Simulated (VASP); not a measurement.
# Mo12N in VASP: single point with PBE

Aim: the single point of Mo12N with PBE.

Program: VASP 6.6.1. These are calculated values, not measurements. Logs are shortened: lines on timing, memory, paths and dates and some standing lists are left out, and cuts for length are marked.

### 1 The cell of the first run

The cell holds a slab with vacuum, 13 atoms: a = 5.474 Å, b = 5.474 Å, c = 19.808 Å, α = 90.00°, β = 90.00°, γ = 109.47°.

### 2 Single point, PBE

Input file INCAR:

```
SYSTEM = Mo12N
PREC     = Accurate       ! precision mode
ENCUT    = 520            ! plane-wave cutoff, eV
EDIFF    = 1E-6           ! SCF threshold, eV
ISMEAR   = 0              ! smearing method
SIGMA    = 0.1            ! smearing width, eV
LREAL    = .FALSE.        ! projectors in reciprocal space
LASPH    = .TRUE.         ! aspherical terms in the spheres
NELM     = 100            ! most SCF steps
ALGO     = Normal         ! electronic algorithm
ISIF     = 2              ! what is computed and relaxed
LWAVE    = .FALSE.        ! write WAVECAR
LCHARG   = .FALSE.        ! write CHGCAR
LDIPOL   = .TRUE.       
IDIPOL   = 3            
DIPOL    = 0.5 0.5 0.324
GGA      = PE             ! functional
NBANDS   = 98             ! bands
```

Input file KPOINTS:

```
regular mesh
0
G
  5 5 1
  0 0 0
```

Input file POSCAR:

```
Mo12N
1.0
    5.4740909335      0.0000000000      0.0000000000
   -1.8246969778      5.1610224265      0.0000000000
    0.0000000000      0.0000000000     19.8082441086
Mo N
12 1
Direct
    0.2500000000      0.2500000000      0.2019361221
    0.2500000000      0.7500000000      0.2019361221
    0.7500000000      0.2500000000      0.2019361221
    0.7500000000      0.7500000000      0.2019361221
    0.0000000000      0.0000000000      0.3106875862
    0.0000000000      0.5000000000      0.3106875862
    0.5000000000      0.0000000000      0.3106875862
    0.5000000000      0.5000000000      0.3106875862
    0.2500000000      0.2500000000      0.4194336491
    0.2500000000      0.7500000000      0.4194336491
    0.7500000000      0.2500000000      0.4194336491
    0.7500000000      0.7500000000      0.4194336491
    0.3333333333      0.5833333333      0.4877918312
```

Potentials or basis: VASP PAW PBE potentials, release 64 (Mo_sv, N).

On the command line:

```bash
$ cat potpaw_PBE.64/Mo_sv/POTCAR potpaw_PBE.64/N/POTCAR > POTCAR
$ mpirun -np 1 vasp_std > vasp.out
```

OUTCAR:

```text
SYSTEM = Mo12N
   PREC = Accurate
   ENCUT = 520
   EDIFF = 1E-6
   ISMEAR = 0
   LREAL = .FALSE.
   LASPH = .TRUE.
   NELM = 100
   ISIF = 2
   GGA = PE

 ion  position               nearest neighbor table
   1  0.250  0.250  0.202-   5 2.67   8 2.67   2 2.74   2 2.74   3 2.74   3 2.74   7 3.10   6 3.10
                             4 3.16   4 3.16
   2  0.250  0.750  0.202-   6 2.67   7 2.67   1 2.74   1 2.74   4 2.74   4 2.74   5 3.10   8 3.10
                             3 3.16   3 3.16
   3  0.750  0.250  0.202-   6 2.67   7 2.67   4 2.74   4 2.74   1 2.74   1 2.74   5 3.10   8 3.10
                             2 3.16   2 3.16
   4  0.750  0.750  0.202-   5 2.67   8 2.67   3 2.74   3 2.74   2 2.74   2 2.74   7 3.10   6 3.10
                             1 3.16   1 3.16
   5  0.000  0.000  0.311-   9 2.67  12 2.67   1 2.67   4 2.67   6 2.74   6 2.74   7 2.74   7 2.74
                            11 3.10  10 3.10   3 3.10   2 3.10   8 3.16   8 3.16
   6  0.000  0.500  0.311-  10 2.67  11 2.67   2 2.67   3 2.67   5 2.74   5 2.74   8 2.74   8 2.74
                             9 3.10  12 3.10   1 3.10   4 3.10   7 3.16   7 3.16
   7  0.500  0.000  0.311-  10 2.67  11 2.67   2 2.67   3 2.67   8 2.74   8 2.74   5 2.74   5 2.74
                             9 3.10  12 3.10   1 3.10   4 3.10   6 3.16   6 3.16
   8  0.500  0.500  0.311-   9 2.67  12 2.67   1 2.67   4 2.67   7 2.74   7 2.74   6 2.74   6 2.74
                            11 3.10  10 3.10   3 3.10   2 3.10   5 3.16   5 3.16
   9  0.250  0.250  0.419-  13 2.19   8 2.67   5 2.67  10 2.74  10 2.74  11 2.74  11 2.74   6 3.10
                             7 3.10  12 3.16  12 3.16
  10  0.250  0.750  0.419-  13 1.78   7 2.67   6 2.67   9 2.74   9 2.74  12 2.74  12 2.74   8 3.10
                             5 3.10  11 3.16  11 3.16
  11  0.750  0.250  0.419-   6 2.67   7 2.67  12 2.74  12 2.74   9 2.74   9 2.74   5 3.10   8 3.10
                            10 3.16  10 3.16
  12  0.750  0.750  0.419-  13 2.55   8 2.67   5 2.67  11 2.74  11 2.74  10 2.74  10 2.74   6 3.10
                             7 3.10   9 3.16   9 3.16
  13  0.333  0.583  0.488-  10 1.78   9 2.19  12 2.55

  LATTYP: Found a base centered orthorhombic cell.
 ALAT       =     6.3209357480
 B/A-ratio  =     1.4142135624
 C/A-ratio  =     3.1337518523

  Lattice vectors:

 A1 = (   5.4740909335,   0.0000000000,   0.0000000000)
 A2 = (  -1.8246969778,   5.1610224265,   0.0000000000)
 A3 = (   0.0000000000,   0.0000000000,  19.8082441086)

Analysis of symmetry for initial positions (statically):
=====================================================================
 Subroutine PRICEL returns:
 Original cell was already a primitive cell.

 Routine SETGRP: Setting up the symmetry group for a
 base centered orthorhombic supercell.

 Subroutine GETGRP returns: Found  1 space group operations
 (whereof  1 operations were pure point group operations)
 out of a pool of  8 trial point group operations.

The static configuration has the point symmetry C_1 .

Analysis of symmetry for dynamics (positions and initial velocities):
=====================================================================
 Subroutine PRICEL returns:
 Original cell was already a primitive cell.

 Routine SETGRP: Setting up the symmetry group for a
 base centered orthorhombic supercell.

 Subroutine GETGRP returns: Found  1 space group operations
 (whereof  1 operations were pure point group operations)
 out of a pool of  8 trial point group operations.

The dynamic configuration has the point symmetry C_1 .

 Subroutine INISYM returns: Found  1 space group operations
 (whereof  1 operations are pure point group operations),
 and found     1 'primitive' translations

----------------------------------------------------------------------------------------

                                     Primitive cell

  volume of cell :     559.6207

  direct lattice vectors                    reciprocal lattice vectors
     5.474090934  0.000000000  0.000000000     0.182678734  0.064586686  0.000000000
    -1.824696978  5.161022426  0.000000000     0.000000000  0.193760057  0.000000000
     0.000000000  0.000000000 19.808244109     0.000000000  0.000000000  0.050484031

  length of vectors
     5.474090934  5.474090933 19.808244109     0.193760057  0.193760057  0.050484031

  position of ions in fractional coordinates (direct lattice)
     0.250000000  0.250000000  0.201936122
     0.250000000  0.750000000  0.201936122
     0.750000000  0.250000000  0.201936122
     0.750000000  0.750000000  0.201936122
     0.000000000  0.000000000  0.310687586
     0.000000000  0.500000000  0.310687586
     0.500000000  0.000000000  0.310687586
[... 58 lines left out ...]
  0.200000  0.400000  0.000000      2.000000
 -0.400000  0.200000  0.000000      2.000000
  0.200000 -0.400000  0.000000      2.000000
 -0.200000  0.200000  0.000000      2.000000
  0.400000  0.400000  0.000000      2.000000
 -0.400000  0.400000  0.000000      2.000000
   k-points           NKPTS =     13   k-points in BZ     NKDIM =     13   number of bands    NBANDS=     98
   number of dos      NEDOS =    301   number of ions     NIONS =     13
   total plane-waves  NPLWV = 264600
   dimension x,y,z NGX =    42 NGY =   42 NGZ =  150
   dimension x,y,z NGXF=    84 NGYF=   84 NGZF=  300
   ions per type =              12   1
   NGX,Y,Z   is equivalent  to a cutoff of  12.76, 12.76, 12.59 a.u.
   NGXF,Y,Z  is equivalent  to a cutoff of  25.51, 25.51, 25.18 a.u.
 SYSTEM =  Mo12N
   PREC   = accura    normal or accurate (medium, high low for compatibility)
   ISTART =      0    job   : 0-new  1-cont  2-samecut
   ICHARG =      2    charge: 1-file 2-atom 10-const
   ISPIN  =      1    spin polarized calculation?
   LNONCOLLINEAR =      F non collinear calculations
   LSORBIT =      F    spin-orbit coupling
   LASPH  =      T    aspherical Exc in radial PAW
   ENCUT  =  520.0 eV  38.22 Ry    6.18 a.u.  10.18 10.18 36.83*2*pi/ulx,y,z
   NELM   =    100;   NELMIN=  2; NELMDL= -5     # of ELM steps
   EDIFF  = 0.1E-05   stopping-criterion for ELM
   LREAL  =      F    real-space projection
   EDIFFG = 0.1E-04   stopping-criterion for IOM
   NSW    =      0    number of steps for IOM
   IBRION =     -1    ionic relax: 0-MD 1-quasi-New 2-CG
   NFREE  =      0    steps in history (QN), initial steepest desc. (CG)
   ISIF   =      2    stress and relaxation
   ISYM   =      2    0-nonsym 1-usesym 2-fastsym
   POTIM  = 0.5000    time-step for ionic-motion
   TEBEG  =    0.0;   TEEND  =   0.0 temperature during run
   PSTRESS=    0.0 pullay stress
   NELECT =     173.0000    total number of electrons
   NUPDOWN=      -1.0000    fix difference up-down
   EMIN   =  10.00;   EMAX   =-10.00  energy-range for DOS
   EFERMI =   0.00;   METHOD = LEGACY
   ISMEAR =     0;   SIGMA  =   0.10  broadening in eV -4-tet -1-fermi 0-gaus
   EFERMI_NEDOS =   21; number of points for ismear=-14 and -15
   IALGO  =     38    algorithm
   IMIX   =      4    mixing-type and parameters
     AMIX     =   0.40;   BMIX     =  1.00
     AMIX_MAG =   1.60;   BMIX_MAG =  1.00
  volume/ion in A,a.u.               =      43.05       290.50
  Fermi-wavevector in a.u.,A,eV,Ry     =   1.106944  2.091821 16.671557  1.225325
  Thomas-Fermi vector in A             =   2.243452
   LORBIT       =      0    0 simple, 1 ext, 2 COOP (PROOUT), +10 PAW based schemes
   GGA     = PE    functional components
   LHFCALC =     F    Hartree Fock is set to
   AEXX    =    0.0000 exact exchange contribution
   IVDW    =     0    specifies the selected vdW correction
   LEPSILON=     F    determine dielectric tensor
   LRPA    =     F    only Hartree local field effects (RPA)
 non-spin polarized calculation
 Gauss-broadening in eV      SIGMA  =   0.10
  energy-cutoff  :      520.00
  volume of cell :      559.62
 maximum number of plane-waves:     15102
 NGX is ok and might be reduce to    42
   NGX = 21   NGY = 21   NGZ = 73

 dipolmoment           0.000000      0.000000     -0.048967 electrons x Angstroem

 number of electron     172.9999987 magnetization

 dipolmoment           0.000000      0.000000      0.095163 electrons x Angstroem

 Free energy of the ion-electron system (eV)
  ---------------------------------------------------
  ext. energy  EPLUGINS =         0.00000000
  ---------------------------------------------------
  free energy    TOTEN  =      -130.05029913 eV

  energy without entropy =     -129.97943481  energy(sigma->0) =     -130.01486697

 E-fermi :   1.1146     XC(G=0):  -5.6146

 val. band max:        1.1142345590   @ k =   0.4000   0.2000   0.0000
 cond. band min:       1.1301633884   @ k =   0.2000  -0.0000   0.0000
 fundamental gap:      0.0159288293
 Fermi energy:         1.1146448999

 k-point     1 :       0.0000    0.0000    0.0000
  band No.  band energies     occupation
      1     -60.1180      2.00000
      2     -59.9454      2.00000
      3     -59.9191      2.00000
      4     -59.8965      2.00000
      5     -59.8656      2.00000
      6     -59.8464      2.00000
[... 1302 lines left out ...]
     97       1.9890      0.00000
     98       2.0217      0.00000

------------------------ aborting loop because EDIFF is reached ----------------------------------------

 vacuum level on the upper side and lower side of the slab       (xc-potential included)         0.219        -0.371

  FORCE on cell =-STRESS in cart. coord.  units (eV):
  Direction    XX          YY          ZZ          XY          YZ          ZX
  --------------------------------------------------------------------------------------
  -------------------------------------------------------------------------------------
  Total       -6.9283819     -6.9985963      3.5749019     -2.6085770     -2.7737018      2.6211502
  in kB      -19.8357518    -20.0367735     10.2348380     -7.4682785     -7.9410260      7.5042753
  external PRESSURE =      -9.8792291 kB  Pullay stress =       0.0000000 kB

 VOLUME and BASIS-vectors are now :
 -----------------------------------------------------------------------------
  energy-cutoff  :      520.00
  volume of cell :      559.62
      direct lattice vectors                 reciprocal lattice vectors
     5.474090934  0.000000000  0.000000000     0.182678734  0.064586686  0.000000000
    -1.824696978  5.161022426  0.000000000     0.000000000  0.193760057  0.000000000
     0.000000000  0.000000000 19.808244109     0.000000000  0.000000000  0.050484031

 POSITION                                       TOTAL-FORCE (eV/Angst)
 -----------------------------------------------------------------------------------
      0.91235      1.29026      4.00000         0.054983     -0.005037     -0.156299
      0.00000      3.87077      4.00000        -0.072098      0.030006     -0.099853
      3.64939      1.29026      4.00000        -0.076295     -0.048845      0.070202
      2.73705      3.87077      4.00000        -0.031263      0.104127     -0.087633
      0.00000      0.00000      6.15418         0.059858     -0.167204     -0.140095
     -0.91235      2.58051      6.15418        -0.125533     -0.222750     -0.438300
      2.73705      0.00000      6.15418         0.169021      0.300978     -0.499319
      1.82470      2.58051      6.15418        -0.062853      0.076503     -0.043828
      0.91235      1.29026      8.30824        -0.263887      0.569644      1.261591
      0.00000      3.87077      8.30824        -0.927679      1.141143      0.147640
      3.64939      1.29026      8.30824        -0.309134      0.010579     -0.539518
      2.73705      3.87077      8.30824        -0.019465      0.024605      0.472094
      0.76029      3.01060      9.66230         1.604344     -1.813751      0.053319
 -----------------------------------------------------------------------------------
    total drift:                               -0.000015      0.000008      0.001176

  FREE ENERGIE OF THE ION-ELECTRON SYSTEM (eV)
  ---------------------------------------------------
  free  energy   TOTEN  =      -130.0502991294 eV

  energy  without entropy=     -129.9794348099  energy(sigma->0) =     -130.01486697

 vacuum level on the upper side and lower side of the slab         6.413         5.745
```

It took 28 min on 1 thread of Intel Xeon Platinum 8488C (Sapphire Rapids), shared host; peak memory 0.83 GiB.

Results:

```
Free energy            : -130.0503 eV
Largest force          : 2.422 eV/Å
Band gap on the k mesh : zero (an odd number of electrons rules out a gap without spin polarisation)
```

Forces on the atoms (eV/Å):
```
Mo   0.055 -0.005 -0.156
Mo  -0.072  0.030 -0.100
Mo  -0.076 -0.049  0.070
Mo  -0.031  0.104 -0.088
Mo   0.060 -0.167 -0.140
Mo  -0.126 -0.223 -0.438
Mo   0.169  0.301 -0.499
Mo  -0.063  0.077 -0.044
Mo  -0.264  0.570  1.262
Mo  -0.928  1.141  0.148
Mo  -0.309  0.011 -0.540
Mo  -0.019  0.025  0.472
N    1.604 -1.814  0.053
```

Levels at points of the mesh, in eV from the Fermi level:
```csv
k point,band 84,band 85,band 86,band 87,band 88,band 89
"(0.00, 0.00, 0.00)",0.25,0.81,0.91,1.11,1.29,1.32
```
